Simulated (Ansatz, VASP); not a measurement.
## Sc in VASP and in Ansatz

```xyz
1
Lattice="2.8545 0.0000 0.0000 0.0000 2.8545 0.0000 0.0000 0.0000 2.8545" Properties=species:S:1:pos:R:3 pbc="T T T"
Sc    0.0000    0.0000    0.0000
```

Alike in both runs: task single point; functional LDA; k mesh 12 × 12 × 12; occupations fermi-dirac, width 0.1 eV; no spin polarisation.

|  | VASP | Ansatz |
| --- | --- | --- |
| version | VASP 6.6.1 | Ansatz 0.2.0 |
| potentials or method | VASP PAW LDA potentials, release 64 (Sc_sv), cutoff 520 eV | plane waves (420 eV) with PAW, scalar-relativistic |
| valence electrons in the cell | 11 | 11 |

```csv
,VASP,Ansatz,Ansatz less VASP
pressure (GPa),0.0,-0.1,-0.04
```

Ansatz warns that its potentials were made for another functional, while VASP's fit it. LDA's correlation is that of Perdew and Zunger in VASP and of Perdew and Wang (1992) in Ansatz.
